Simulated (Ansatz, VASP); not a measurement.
**TiC: VASP beside Ansatz**

```
Ti C
1.0
     0.00000    2.16400    2.16400
     2.16400    0.00000    2.16400
     2.16400    2.16400    0.00000
Ti C
1 1
Direct
  0.00000 0.00000 0.00000
  0.51444 0.48556 0.51444
```

Change from the starting cell: all C atoms moved +0.062 Å, as atom 2 along Cartesian [0 1 0].

Alike in both runs: task single point; functional PBEsol; k mesh 18 × 18 × 18; occupations gaussian, width 0.15 eV; no spin polarisation.

|  | VASP | Ansatz |
| --- | --- | --- |
| version | VASP 6.6.1 | Ansatz 0.2.0 |
| potentials or method | VASP PAW PBE potentials, release 64 (Ti_sv, C), cutoff 520 eV | scalar-relativistic, plane waves, PAW |
| valence electrons in the cell | 16 | 16 |

```tsv
	VASP	Ansatz	Ansatz less VASP
gap on the k mesh at the Fermi level (eV)	none	none	-
pressure (GPa)	-5.4	-5.7	-0.24
traceless stress, the component that is largest in VASP (GPa)	0.71	0.70	-0.004
rms of the force components (eV/Å)	0.336	0.336	-0.0006
```

VASP's potentials were made for PBE, not for PBEsol. Atom by atom the forces differ by 0.001 eV/Å (rms over components). A gap of «none» marks a metal or a gap that the smearing closes.
